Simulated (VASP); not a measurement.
# BaTiO3 (P1) in VASP: notebook

BaTiO3 is run at these levels: PBE, PBEsol, BLYP; tasks: single point.

Program: VASP 6.6.1. These are calculated values, not measurements. Logs are shortened: lines on timing, memory, paths and dates and some standing lists are left out, and cuts for length are marked.

**1. The cell of the first run**

The typed cell holds 5 atoms: a = 4.004 Å, b = 4.004 Å, c = 4.004 Å, α = 89.85°, β = 89.85°, γ = 89.85°.

**2. Single point, PBE**

File INCAR:

```
SYSTEM = BaTiO3
PREC = Accurate
ENCUT = 520
EDIFF = 1E-7
ISMEAR = -1
SIGMA = 0.05
LREAL = .FALSE.
LASPH = .TRUE.
NELM = 60
ALGO = Normal
ISIF = 2
LWAVE = .FALSE.
LCHARG = .TRUE.
GGA = PE
LELF = .TRUE.
LVHAR = .TRUE.
NBANDS = 28
```

File KPOINTS:

```
Automatic mesh
0
G
  7 7 7
  0 0 0
```

File POSCAR:

```
BaTiO3
1.0
    2.8276681600      1.6325549700      2.3177316100
   -2.8276681600      1.6325549700      2.3177316100
    0.0000000000     -3.2651099400      2.3177316100
Ba Ti O
1 1 3
Direct
    0.0334731600      0.9884685300      0.0018377600
    0.5061032600      0.5274847800      0.5372321600
    0.4862471500      0.4971470800      0.9711514600
    0.4740898700      0.9864150100      0.4720123700
    0.9787865600      0.4791845900      0.4964662400
```

Potentials or basis: VASP PAW PBE potentials, release 64 (Ba_sv, Ti_sv, O).

On the command line:

```console
> cat potpaw_PBE.64/Ba_sv/POTCAR potpaw_PBE.64/Ti_sv/POTCAR potpaw_PBE.64/O/POTCAR > POTCAR
> mpirun -np 1 vasp_std > vasp.out
```

OUTCAR:

```text
SYSTEM = BaTiO3
   PREC = Accurate
   ENCUT = 520
   EDIFF = 1E-7
   ISMEAR = -1
   LREAL = .FALSE.
   LASPH = .TRUE.
   NELM = 60
   ISIF = 2
   GGA = PE

 ion  position               nearest neighbor table
   1  0.033  0.988  0.002-   4 2.58   3 2.67   3 2.73   4 2.76   5 2.80   5 2.83   5 2.85   5 2.89
                             4 2.92   3 2.95   3 2.99   4 3.09   2 3.23   2 3.37   2 3.40   2 3.42
   2  0.506  0.527  0.537-   3 1.74   4 1.86   5 1.91   5 2.13   4 2.19   3 2.27   1 3.23   1 3.37
                             1 3.40   1 3.42   1 3.53   1 3.54   1 3.59   1 3.70
   3  0.486  0.497  0.971-   2 1.74   2 2.27   1 2.67   1 2.73   1 2.95   1 2.99
   4  0.474  0.986  0.472-   2 1.86   2 2.19   1 2.58   1 2.76   1 2.92   1 3.09
   5  0.979  0.479  0.496-   2 1.91   2 2.13   1 2.80   1 2.83   1 2.85   1 2.89

  LATTYP: Found a trigonal (rhomboedric) cell.
 ALAT       =     4.0041007441
 COS(alpha) =     0.0025827219

  Lattice vectors:

 A1 = (   2.8276681600,   1.6325549700,   2.3177316100)
 A2 = (  -2.8276681600,   1.6325549700,   2.3177316100)
 A3 = (   0.0000000000,  -3.2651099400,   2.3177316100)

Analysis of symmetry for initial positions (statically):
=====================================================================
 Subroutine PRICEL returns:
 Original cell was already a primitive cell.

 Routine SETGRP: Setting up the symmetry group for a
 trigonal (rhombohedral) supercell.

 Subroutine GETGRP returns: Found  1 space group operations
 (whereof  1 operations were pure point group operations)
 out of a pool of 12 trial point group operations.

The static configuration has the point symmetry C_1 .

Analysis of symmetry for dynamics (positions and initial velocities):
=====================================================================
 Subroutine PRICEL returns:
 Original cell was already a primitive cell.

 Routine SETGRP: Setting up the symmetry group for a
 trigonal (rhombohedral) supercell.

 Subroutine GETGRP returns: Found  1 space group operations
 (whereof  1 operations were pure point group operations)
 out of a pool of 12 trial point group operations.

The dynamic configuration has the point symmetry C_1 .

 Subroutine INISYM returns: Found  1 space group operations
 (whereof  1 operations are pure point group operations),
 and found     1 'primitive' translations

[... 98 lines left out ...]
   ENCUT  =  520.0 eV  38.22 Ry    6.18 a.u.   7.44  7.44  7.44*2*pi/ulx,y,z
   NELM   =     60;   NELMIN=  2; NELMDL= -5     # of ELM steps
   EDIFF  = 0.1E-06   stopping-criterion for ELM
   LREAL  =      F    real-space projection
   EDIFFG = 0.1E-05   stopping-criterion for IOM
   NSW    =      0    number of steps for IOM
   IBRION =     -1    ionic relax: 0-MD 1-quasi-New 2-CG
   NFREE  =      0    steps in history (QN), initial steepest desc. (CG)
   ISIF   =      2    stress and relaxation
   ISYM   =      2    0-nonsym 1-usesym 2-fastsym
   POTIM  = 0.5000    time-step for ionic-motion
   TEBEG  =    0.0;   TEEND  =   0.0 temperature during run
   PSTRESS=    0.0 pullay stress
   NELECT =      40.0000    total number of electrons
   NUPDOWN=      -1.0000    fix difference up-down
   EMIN   =  10.00;   EMAX   =-10.00  energy-range for DOS
   EFERMI =   0.00;   METHOD = LEGACY
   ISMEAR =    -1;   SIGMA  =   0.05  broadening in eV -4-tet -1-fermi 0-gaus
   EFERMI_NEDOS =   21; number of points for ismear=-14 and -15
   IALGO  =     38    algorithm
   IMIX   =      4    mixing-type and parameters
     AMIX     =   0.40;   BMIX     =  1.00
     AMIX_MAG =   1.60;   BMIX_MAG =  1.00
  volume/ion in A,a.u.               =      12.84        86.64
  Fermi-wavevector in a.u.,A,eV,Ry     =   1.398271  2.642349 26.601582  1.955161
  Thomas-Fermi vector in A             =   2.521445
   LORBIT       =      0    0 simple, 1 ext, 2 COOP (PROOUT), +10 PAW based schemes
   GGA     = PE    functional components
   LHFCALC =     F    Hartree Fock is set to
   AEXX    =    0.0000 exact exchange contribution
   IVDW    =     0    specifies the selected vdW correction
   LEPSILON=     F    determine dielectric tensor
   LRPA    =     F    only Hartree local field effects (RPA)
 non-spin polarized calculation
  energy-cutoff  :      520.00
  volume of cell :       64.20
 maximum number of plane-waves:      1752
 NGX is ok and might be reduce to    30
   NGX = 15   NGY = 15   NGZ = 15

 number of electron      40.0000002 magnetization

 Free energy of the ion-electron system (eV)
  ---------------------------------------------------
  ext. energy  EPLUGINS =         0.00000000
  ---------------------------------------------------
  free energy    TOTEN  =       -39.72370768 eV

  energy without entropy =      -39.72370768  energy(sigma->0) =      -39.72370768

 E-fermi :   4.9706     XC(G=0): -11.2096

 val. band max:        3.7287259899   @ k =  -0.4286   0.4286  -0.2857
 cond. band min:       6.4790882309   @ k =   0.0000   0.0000   0.0000
 fundamental gap:      2.7503622410
 Fermi energy:         4.9705721172

 k-point     1 :       0.0000    0.0000    0.0000
  band No.  band energies     occupation
      1     -52.3062      2.00000
      2     -28.7290      2.00000
      3     -28.5717      2.00000
      4     -28.5341      2.00000
      5     -21.0475      2.00000
      6     -13.1269      2.00000
[... 733 lines left out ...]
     27      11.5321      0.00000
     28      12.3548      0.00000

 [... further k-points ...]

------------------------ aborting loop because EDIFF is reached ----------------------------------------

  FORCE on cell =-STRESS in cart. coord.  units (eV):
  Direction    XX          YY          ZZ          XY          YZ          ZX
  --------------------------------------------------------------------------------------
  -------------------------------------------------------------------------------------
  Total        3.6733371      5.4137076      4.5928244      0.0350095     -1.8861605     -0.1063075
  in kB       91.6770682    135.1122518    114.6251133      0.8737475    -47.0737257     -2.6531624
  external PRESSURE =     113.8048111 kB  Pullay stress =       0.0000000 kB

 VOLUME and BASIS-vectors are now :
 -----------------------------------------------------------------------------
  energy-cutoff  :      520.00
  volume of cell :       64.20
      direct lattice vectors                 reciprocal lattice vectors
     2.827668160  1.632554970  2.317731610     0.176824143  0.102089467  0.143818780
    -2.827668160  1.632554970  2.317731610    -0.176824143  0.102089467  0.143818780
     0.000000000 -3.265109940  2.317731610     0.000000000 -0.204178934  0.143818780

 POSITION                                       TOTAL-FORCE (eV/Angst)
 -----------------------------------------------------------------------------------
     -2.70041      1.66238      2.37285        -1.277713     -0.404608     -0.271118
     -0.06046     -0.06673      3.64074         0.930425      1.534148     -1.470116
     -0.03082     -1.56547      4.53011         0.163531     -1.245719      0.920784
     -1.44869      0.84318      4.47906         0.309389     -0.177689      0.619144
      1.41271      0.75920      4.52986        -0.125631      0.293868      0.201307
 -----------------------------------------------------------------------------------
    total drift:                                0.000192     -0.000448      0.000278

  FREE ENERGIE OF THE ION-ELECTRON SYSTEM (eV)
  ---------------------------------------------------
  free  energy   TOTEN  =       -39.7237076845 eV

  energy  without entropy=      -39.7237076845  energy(sigma->0) =      -39.72370768
```

OSZICAR:

```text
N       E                     dE             d eps       ncg     rms          rms(c)
DAV:   1     0.439700807810E+03    0.43970E+03   -0.20824E+04  9632   0.155E+03
DAV:   2    -0.381932377643E+01   -0.44352E+03   -0.42307E+03 11136   0.431E+02
DAV:   3    -0.477539608994E+02   -0.43935E+02   -0.43570E+02 13172   0.135E+02
DAV:   4    -0.499207542634E+02   -0.21668E+01   -0.21620E+01 14852   0.255E+01
DAV:   5    -0.499774334163E+02   -0.56679E-01   -0.56670E-01 12880   0.338E+00    0.253E+01
DAV:   6    -0.399178648839E+02    0.10060E+02   -0.53887E+01 14640   0.711E+01    0.106E+01
DAV:   7    -0.398937493624E+02    0.24116E-01   -0.11936E+01 13080   0.267E+01    0.809E+00
DAV:   8    -0.397064541659E+02    0.18730E+00   -0.64329E-01 12032   0.818E+00    0.380E+00
DAV:   9    -0.397455453884E+02   -0.39091E-01   -0.31363E-01 14372   0.486E+00    0.151E+00
DAV:  10    -0.397258768096E+02    0.19669E-01   -0.12825E-01 11484   0.392E+00    0.464E-01
DAV:  11    -0.397237488195E+02    0.21280E-02   -0.10282E-02 12716   0.662E-01    0.825E-02
DAV:  12    -0.397237189748E+02    0.29845E-04   -0.60486E-04 10848   0.170E-01    0.542E-02
DAV:  13    -0.397237010556E+02    0.17919E-04   -0.16786E-04 12116   0.138E-01    0.191E-02
DAV:  14    -0.397237094299E+02   -0.83743E-05   -0.57474E-05 13696   0.523E-02    0.132E-02
DAV:  15    -0.397237090131E+02    0.41679E-06   -0.24036E-05 13252   0.470E-02    0.120E-02
DAV:  16    -0.397237076664E+02    0.13467E-05   -0.55980E-06 12304   0.252E-02    0.125E-03
DAV:  17    -0.397237076845E+02   -0.18039E-07   -0.29364E-07  9984   0.441E-03
   1 F= -.39723708E+02 E0= -.39723708E+02  d E =-.296893E-11
```

Run time: 2.4 min. Hardware: 1 thread of AMD EPYC 9R45 (Zen 5), shared host; peak memory 0.37 GiB.

Results:

```
Free energy            : -39.7237 eV
Pressure               : 11.4 GPa
Largest force          : 2.320 eV/Å
Band gap on the k mesh : 2.75 eV, indirect (least direct gap 3.30 eV)
```

Forces in eV/Å, atoms in the order of the input:
```
Ba  -1.278 -0.405 -0.271
Ti   0.930  1.534 -1.470
O    0.164 -1.246  0.921
O    0.309 -0.178  0.619
O   -0.126  0.294  0.201
```

Levels at points of the mesh, in eV from the valence-band top:
```tsv
k point	band 16	band 17	band 18	band 19	band 20	band 21	band 22	band 23	band 24	band 25
(0.00, 0.00, 0.00)	-1.70	-1.17	-0.72	-0.61	-0.55	2.75	3.01	3.34	4.81	5.06
```

Caveat: spin-orbit coupling is left out, which moves the levels of the heavy elements; forces of over 1 eV/Å act on the atoms, so gaps and moduli don't describe the material at rest. A k mesh can miss the band edges.

**3. Single point, PBE**

File INCAR:

```
SYSTEM = BaTiO3
  PREC = Accurate
  ENCUT = 520
  EDIFF = 1E-7
  ISMEAR = -1
  SIGMA = 0.05
  LREAL = .False.
  LASPH = .True.
  NELM = 100
  ALGO = Normal
  ISIF = 2
  LWAVE = .False.
  LCHARG = .False.
  GGA = PE
  NBANDS = 28
```

File KPOINTS:

```
regular mesh
0
Gamma
  3 3 3
  0 0 0
```

POSCAR is that of step 2.

Potentials or basis: VASP PAW PBE potentials, release 64 (Ba_sv, Ti_sv, O).

On the command line:

```console
> cat potpaw_PBE.64/Ba_sv/POTCAR potpaw_PBE.64/Ti_sv/POTCAR potpaw_PBE.64/O/POTCAR > POTCAR
> mpirun -np 1 vasp_std > vasp.out
```

OUTCAR:

```text
SYSTEM = BaTiO3
   PREC = Accurate
   ENCUT = 520
   EDIFF = 1E-7
   ISMEAR = -1
   LREAL = .False.
   LASPH = .True.
   NELM = 100
   ISIF = 2
   GGA = PE

 ion  position               nearest neighbor table
   1  0.033  0.988  0.002-   4 2.58   3 2.67   3 2.73   4 2.76   5 2.80   5 2.83   5 2.85   5 2.89
                             4 2.92   3 2.95   3 2.99   4 3.09   2 3.23   2 3.37   2 3.40   2 3.42
   2  0.506  0.527  0.537-   3 1.74   4 1.86   5 1.91   5 2.13   4 2.19   3 2.27   1 3.23   1 3.37
                             1 3.40   1 3.42   1 3.53   1 3.54   1 3.59   1 3.70
[... 629 lines left out ...]
  -------------------------------------------------------------------------------------
  Total        3.6447861      5.4585536      4.5897852      0.0325154     -1.9369523     -0.1229053
  in kB       90.9645093    136.2314930    114.5492611      0.8115022    -48.3413601     -3.0674019
  external PRESSURE =     113.9150878 kB  Pullay stress =       0.0000000 kB

 VOLUME and BASIS-vectors are now :
 -----------------------------------------------------------------------------
  energy-cutoff  :      520.00
  volume of cell :       64.20
      direct lattice vectors                 reciprocal lattice vectors
     2.827668160  1.632554970  2.317731610     0.176824143  0.102089467  0.143818780
    -2.827668160  1.632554970  2.317731610    -0.176824143  0.102089467  0.143818780
     0.000000000 -3.265109940  2.317731610     0.000000000 -0.204178934  0.143818780

 POSITION                                       TOTAL-FORCE (eV/Angst)
 -----------------------------------------------------------------------------------
     -2.70041      1.66238      2.37285        -1.275750     -0.402482     -0.259688
     -0.06046     -0.06673      3.64074         0.899078      1.527218     -1.300565
     -0.03082     -1.56547      4.53011         0.164612     -1.260308      0.854596
     -1.44869      0.84318      4.47906         0.316741     -0.165465      0.572165
      1.41271      0.75920      4.52986        -0.104681      0.301037      0.133492
 -----------------------------------------------------------------------------------
    total drift:                                0.000193     -0.000434      0.000201

  FREE ENERGIE OF THE ION-ELECTRON SYSTEM (eV)
  ---------------------------------------------------
  free  energy   TOTEN  =       -39.7161228091 eV

  energy  without entropy=      -39.7161228091  energy(sigma->0) =      -39.71612281
```

Wall time 20 s (1 thread of Intel Xeon 6975P-C, shared host); peak memory 0.18 GiB.

Results:

| Property | Result |
| --- | --- |
| Free energy | -39.7161 eV |
| Pressure | 11.4 GPa |
| Largest force | 2.198 eV/Å |
| Band gap on the k mesh | 2.99 eV, indirect (least direct gap 3.31 eV) |

Forces in eV/Å, atoms in the order of the input:
```
Ba  -1.276 -0.402 -0.260
Ti   0.899  1.527 -1.301
O    0.165 -1.260  0.855
O    0.317 -0.165  0.572
O   -0.105  0.301  0.133
```

Caveat: the k points lie up to 0.52 Å⁻¹ apart; spin-orbit coupling is left out, which moves the levels of the heavy elements; forces of over 1 eV/Å act on the atoms, so gaps and moduli don't describe the material at rest. As with any semilocal functional, this PBE gap is likely too small.

**4. Single point, PBEsol**

File INCAR:

```
PREC     = Accurate       # precision mode
ENCUT    = 520            # plane-wave cutoff, eV
EDIFF    = 1E-7           # SCF threshold, eV
ISMEAR   = -1             # smearing method
SIGMA    = 0.05           # smearing width, eV
LREAL    = F              # projectors in reciprocal space
LASPH    = T              # aspherical terms in the spheres
NELM     = 80             # most SCF steps
ALGO     = Normal         # electronic algorithm
ISIF     = 2              # what is computed and relaxed
LWAVE    = F              # write WAVECAR
LCHARG   = F              # write CHGCAR
GGA      = PS             # functional
NBANDS   = 28             # bands
```

File KPOINTS:

```
regular mesh
0
Gamma
  7 7 7
```

POSCAR is that of step 3.

On the command line:

```console
> cat potpaw_PBE.64/Ba_sv/POTCAR potpaw_PBE.64/Ti_sv/POTCAR potpaw_PBE.64/O/POTCAR > POTCAR
> mpirun -np 1 vasp_std > vasp.out
```

It took 4.2 min on 1 thread of Intel Xeon 6975P-C, shared host; peak memory 0.4 GiB.

It converged, with:

```
Free energy            : -41.7562 eV
Pressure               : 5.2 GPa
Largest force          : 2.232 eV/Å
Band gap on the k mesh : 2.71 eV, indirect (least direct gap 3.26 eV)
```

Forces on the atoms (eV/Å):
```
Ba  -1.212 -0.385 -0.226
Ti   0.907  1.495 -1.388
O    0.127 -1.142  0.849
O    0.343 -0.232  0.564
O   -0.165  0.263  0.201
```

Stress tensor (GPa, compression positive):
```
 2.92  0.11 -0.28
 0.11  7.24 -4.66
-0.28 -4.66  5.33
```

Levels at points of the mesh, in eV from the valence-band top:
```
           k point  band 18  band 19  band 20  band 21  band 22  band 23
(0.00, 0.00, 0.00)    -0.73    -0.61    -0.56     2.71     2.98     3.31
```

Caveat: the PAW data sets were made with another functional, which shifts forces and pressure a little; spin-orbit coupling is left out, which moves the levels of the heavy elements.

**5. Single point, BLYP**

File INCAR:

```
SYSTEM = BaTiO3
AGGAC = 1.0
AGGAX = 1.0
ALDAC = 0.0
ALDAX = 1.0
ALGO = Normal
EDIFF = 1E-6
ENCUT = 520
GGA = B5
ISIF = 2
ISMEAR = -1
LASPH = .TRUE.
LCHARG = .FALSE.
LREAL = .FALSE.
LWAVE = .FALSE.
NBANDS = 28
NELM = 100
PREC = Accurate
SIGMA = 0.05
```

File KPOINTS:

```
k-points
0
G
  7 7 7
  0 0 0
```

POSCAR is that of step 4.

On the command line:

```console
> cat potpaw_PBE.64/Ba_sv/POTCAR potpaw_PBE.64/Ti_sv/POTCAR potpaw_PBE.64/O/POTCAR > POTCAR
> mpirun -np 1 vasp_std > vasp.out
```

Wall time 4.1 min (1 thread of Intel Xeon 6975P-C, shared host); peak memory 0.4 GiB.

Results (log left out):

| Quantity | Value |
| --- | --- |
| Free energy | -37.7553 eV |
| Pressure | 17.3 GPa |
| Largest force | 2.550 eV/Å |
| Band gap on the k mesh | 2.76 eV, indirect (least direct gap 3.31 eV) |

Forces on the atoms (eV/Å):
```
Ba  -1.378 -0.441 -0.296
Ti   0.998  1.652 -1.666
O    0.202 -1.426  1.043
O    0.261 -0.115  0.704
O   -0.083  0.329  0.216
```

Stress tensor (GPa, compression positive):
```
15.01  0.04 -0.24
 0.04 19.60 -4.93
-0.24 -4.93 17.17
```

Levels at points of the mesh, in eV from the valence-band top:
```
           k point  band 18  band 19  band 20  band 21  band 22  band 23
(0.00, 0.00, 0.00)    -0.71    -0.60    -0.54     2.76     3.02     3.34
```

Caveat: the PAW data sets were made with another functional, which shifts forces and pressure a little; spin-orbit coupling is left out, which moves the levels of the heavy elements. A k mesh can miss the band edges.

**6. The runs side by side**

```csv
level,k mesh,gap on the mesh (eV),pressure (GPa),largest force (eV/Å)
PBE,7 × 7 × 7,2.75,11.4,2.32
PBE,3 × 3 × 3,2.99,11.4,2.20
PBEsol,7 × 7 × 7,2.71,5.2,2.23
BLYP,7 × 7 × 7,2.76,17.3,2.55
```

Alike in all rows: task single point; potentials or basis VASP PAW PBE potentials, release 64 (Ba_sv, Ti_sv, O); no spin polarisation; cell as given; cutoff (eV) 520; smearing fermi-dirac 0.05 eV.

Caveats: some runs use coarse meshes; spin-orbit coupling is left out, which moves the levels of the heavy elements; forces of over 1 eV/Å act on the atoms, so gaps and moduli don't describe the material at rest (some runs); the PAW data sets were made with another functional, which shifts forces and pressure a little (some runs).

Absolute energies hang on the potentials; compare differences alone.
